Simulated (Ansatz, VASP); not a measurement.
InP: VASP beside Ansatz

The input INCAR:

```
SYSTEM = InP
  ALGO = Normal
  EDIFF = 1E-6
  ENCUT = 520
  GGA = PE
  ISIF = 2
  ISMEAR = 0
  LASPH = .TRUE.
  LCHARG = .FALSE.
  LREAL = .FALSE.
  LWAVE = .FALSE.
  NBANDS = 16
  NELM = 100
  PREC = Accurate
  SIGMA = 0.02
```

The input KPOINTS:

```
k-points
0
G
  10 10 10
  0 0 0
```

File POSCAR:

```
InP
1.0
    0.0000000000      3.0095414142      3.0095414142
    3.0095414142      0.0000000000      3.0095414142
    3.0095414142      3.0095414142      0.0000000000
In P
1 1
Direct
    0.0000000000      0.0000000000      0.0000000000
    0.2500000000      0.2500000000      0.2500000000
```

Input for Ansatz:

```yaml
crystal:
  lattice:
    - [0.0, 3.0095414142, 3.0095414142]
    - [3.0095414142, 0.0, 3.0095414142]
    - [3.0095414142, 3.0095414142, 0.0]
  atoms:
    - { symbol: In, position: [0.0, 0.0, 0.0] }
    - { symbol: P, position: [0.25, 0.25, 0.25] }
basis:
  ecutwfc: 420
kpoints:
  mp_grid: { grid: [10, 10, 10] }
hamiltonian:
  xc: pbe
scf:
  occupations: { method: gaussian, width: 0.02 }
output:
  forces: true
  stress: true
  eigenvalues: true
```

Alike in both runs: task single point; functional PBE; k mesh 10 × 10 × 10; occupations gaussian, width 0.02 eV; no spin polarisation.

|  | VASP | Ansatz |
| --- | --- | --- |
| version | VASP 6.6.1 | Ansatz 0.2.0 |
| potentials or method | VASP PAW PBE potentials, release 64 (In_d, P), cutoff 520 eV | scalar-relativistic, plane waves, PAW |
| valence electrons in the cell | 18 | 18 |

|  | VASP | Ansatz | Ansatz less VASP |
| --- | --- | --- | --- |
| gap on the k mesh at the Fermi level (eV) | 0.28 | 0.28 | +0.003 |
| least direct gap on the mesh (eV) | 0.28 | 0.28 | +0.003 |
| pressure (GPa) | -1.7 | -1.7 | +0.04 |
